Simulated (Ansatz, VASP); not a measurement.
## MgS in VASP and in Ansatz

Contents of INCAR:

```
SYSTEM = MgS
ALGO = Normal
EDIFF = 1E-7
ENCUT = 520
GGA = CA
ISIF = 2
ISMEAR = 0
LASPH = .True.
LCHARG = .False.
LREAL = .False.
LWAVE = .False.
NBANDS = 11
NELM = 100
PREC = Accurate
SIGMA = 0.05
```

The input KPOINTS:

```
k-points
0
Gamma
  8 8 8
  0 0 0
```

Contents of POSCAR:

```
MgS
1.0
    0.0000000000      2.8756168475      2.7481264454
    2.8756168475      0.0000000000      2.7481264454
    2.8756168475      2.8756168475      0.0000000000
Mg S
1 1
Direct
    0.0000000000      0.0000000000      0.0000000000
    0.7500000000      0.7500000000      0.7500000000
```

Input for Ansatz:

```yaml
crystal:
  lattice:
    - [0.0, 2.8756168475, 2.7481264454]
    - [2.8756168475, 0.0, 2.7481264454]
    - [2.8756168475, 2.8756168475, 0.0]
  atoms:
    - { symbol: Mg, position: [0.0, 0.0, 0.0] }
    - { symbol: S, position: [0.75, 0.75, 0.75] }
basis:
  ecutwfc: 420
kpoints:
  mp_grid: { grid: [8, 8, 8] }
hamiltonian:
  xc: lda
scf:
  occupations: { method: gaussian, width: 0.05 }
output:
  forces: true
  stress: true
  eigenvalues: true
```

Change from the starting cell: strain +0.015 along x and y, -0.030 along z, atoms carried along.

Alike in both runs: task single point; functional LDA; k mesh 8 × 8 × 8; occupations gaussian, width 0.05 eV; no spin polarisation.

|  | VASP | Ansatz |
| --- | --- | --- |
| version | VASP 6.6.1 | Ansatz 0.2.0 |
| potentials or method | VASP PAW LDA potentials, release 64 (Mg, S), cutoff 520 eV | scalar-relativistic, plane waves, PAW |
| valence electrons in the cell | 8 | 16 |

|  | VASP | Ansatz | Ansatz less VASP |
| --- | --- | --- | --- |
| gap on the k mesh at the Fermi level (eV) | 3.11 | 3.10 | -0.011 |
| least direct gap on the mesh (eV) | 3.11 | 3.10 | -0.011 |
| pressure (GPa) | -2.5 | -2.2 | +0.33 |
| traceless stress, the component that is largest in VASP (GPa) | 0.57 | 0.59 | +0.013 |

LDA's correlation is that of Perdew and Zunger in VASP and of Perdew and Wang (1992) in Ansatz. VASP's potentials hold 8 valence electrons a cell and Ansatz's 16, so a difference there can come from the potentials and not from the codes.
